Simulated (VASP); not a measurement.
Input of a VASP 6.6.1 run:

File INCAR:

```
PREC = Accurate ; ENCUT = 520
EDIFF = 1E-6 ; ISMEAR = 0
SIGMA = 0.1 ; LREAL = F
LASPH = T ; NELM = 60
ALGO = Normal ; ISIF = 2
LWAVE = F ; LCHARG = F
GGA = PS ; NBANDS = 16
```

KPOINTS

```
regular mesh
0
Gamma
  12 12 16
```

The input POSCAR:

```
Al2Cu
1.0
    4.4628100320      0.0000000000      0.0000000000
   -2.2314050160      3.8649068600      0.0000000000
    0.0000000000      0.0000000000      2.6341544416
Cu Al
1 2
Direct
    0.0000000000      0.0000000000      0.0000000000
    0.3333333333      0.6666666667      0.5000000000
    0.6666666667      0.3333333333      0.5000000000
```

Potentials or basis: VASP PAW PBE potentials, release 64 (Cu, Al).

Run with:

```bash
$ cat potpaw_PBE.64/Cu/POTCAR potpaw_PBE.64/Al/POTCAR > POTCAR
$ mpirun -np 1 vasp_std > vasp.out
```

Predict the pressure.

0.2 GPa.

Predict the band gap on the k mesh.

zero (an odd number of electrons rules out a gap without spin polarisation).

Stress tensor (GPa, compression positive):
```
0.11 0.00 0.00
0.00 0.11 0.00
0.00 0.00 0.28
```

Caveat: the PAW data sets were made with another functional, which shifts forces and pressure a little.
